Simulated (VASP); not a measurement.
Write the native input for VASP 6.6.1 that does the following.

```
Task                   : single point
Functional             : PBE
Potentials or basis    : VASP PAW PBE potentials, release 64 (Sc_sv)
Cutoff                 : 520 eV
k mesh                 : 14 × 14 × 10
Occupations            : gaussian, width 0.1 eV
Spin                   : no spin polarisation
Dipole correction      : no
Further INCAR settings : ALGO = Fast; EDIFF = 1e-07; NBANDS = 18
```

The structure of Sc lies in POSCAR:

```
Sc
1.0
    3.2022495786      0.0000000000      0.0000000000
    0.0000000000      3.2022495786      0.0000000000
    0.0000000000      0.0000000000      4.5247674890
Sc
2
Direct
    0.0000000000      0.0000000000      0.0000000000
    0.5000000000      0.5000000000      0.5000000000
```

This isn't the form of Sc at room conditions, which is hcp.

This cell differs from its parent crystal: equal strain along all axes, cell held: -2.0 %.

One way to write it, as run:

INCAR

```
SYSTEM = Sc
PREC = Accurate ; ENCUT = 520
EDIFF = 1E-7 ; ISMEAR = 0
SIGMA = 0.1 ; LREAL = .FALSE.
LASPH = .TRUE. ; NELM = 60
ALGO = Fast ; ISIF = 2
LWAVE = .FALSE. ; LCHARG = .FALSE.
GGA = PE ; NBANDS = 18
```

KPOINTS

```
Automatic mesh
0
G
  14 14 10
  0 0 0
```

Potentials or basis: VASP PAW PBE potentials, release 64 (Sc_sv).

Command:

```console
$ cat potpaw_PBE.64/Sc_sv/POTCAR > POTCAR
$ mpirun -np 1 vasp_std > vasp.out
```

It gave:

| Quantity | Value |
| --- | --- |
| Pressure | 3.5 GPa |
| Band gap on the k mesh | zero (bands 11 and 12 overlap by 1.07 eV) |

Caveat: the cell differs from its parent crystal (equal strain along all axes, cell held: -2.0 %); the cell stands under pressure.

It took 3.7 min on 1 thread of Oxide Virtual Turin-like Processor (shared host), peak memory 0.23 GiB.
